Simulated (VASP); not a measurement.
A run of VASP 6.6.1:

POSCAR

```
KTaO3
1.0
    3.9883000000      0.0000000000      0.0000000000
    0.0000000000      3.9883000000      0.0000000000
    0.0000000000      0.0000000000      3.9883000000
Ta K O
1 1 3
Direct
    0.0000000000      0.0000000000      0.0000000000
    0.5000000000      0.5000000000      0.5000000000
    0.0000000000      0.0000000000      0.5000000000
    0.0000000000      0.5000000000      0.0000000000
    0.5000000000      0.0000000000      0.0000000000
```

The input INCAR.step1:

```
SYSTEM = KTaO3
PREC = Accurate
ENCUT = 520
EDIFF = 1E-6
ISMEAR = -1
SIGMA = 0.05
LREAL = .FALSE.
LASPH = .TRUE.
NELM = 150
ALGO = Normal
ISIF = 2
LWAVE = .FALSE.
LCHARG = .TRUE.
LMAXMIX = 4
LDAU = .TRUE.
LDAUTYPE = 2
LDAUL = 2 -1 -1
LDAUU = 4 0 0
LDAUJ = 0 0 0
LDAUPRINT = 1
GGA = PS
NBANDS = 27
```

Contents of KPOINTS.step1:

```
regular mesh
0
G
  7 7 7
  0 0 0
```

Contents of INCAR.step2:

```
SYSTEM = KTaO3
PREC = Accurate
ENCUT = 520
EDIFF = 1E-6
ISMEAR = -5
SIGMA = 0.05
LREAL = .FALSE.
LASPH = .TRUE.
NELM = 150
ALGO = Normal
ISIF = 2
LWAVE = .FALSE.
LCHARG = .FALSE.
LMAXMIX = 4
LDAU = .TRUE.
LDAUTYPE = 2
LDAUL = 2 -1 -1
LDAUU = 4 0 0
LDAUJ = 0 0 0
LDAUPRINT = 1
GGA = PS
LORBIT = 11
NEDOS = 2001
ICHARG = 11
```

Contents of KPOINTS.step2:

```
regular mesh
0
G
  11 11 11
  0 0 0
```

Potentials or basis: VASP PAW PBE potentials, release 64 (Ta_pv, K_sv, O).

Command:

```bash
$ cat potpaw_PBE.64/Ta_pv/POTCAR potpaw_PBE.64/K_sv/POTCAR potpaw_PBE.64/O/POTCAR > POTCAR
$ cp INCAR.step1 INCAR
$ cp KPOINTS.step1 KPOINTS
$ mpirun -np 1 vasp_std > vasp.out
$ cp INCAR.step2 INCAR
$ cp KPOINTS.step2 KPOINTS
$ mpirun -np 1 vasp_std > vasp.out
```

Hardware: 1 thread of AMD EPYC 9R45 (Zen 5), on a shared host.

Problem. Estimate the wall time of this run.

Solution. Wall time 35 s on 1 thread of AMD EPYC 9R45 (Zen 5), on a shared host, peak memory 0.18 GiB. Counts: k points 56.
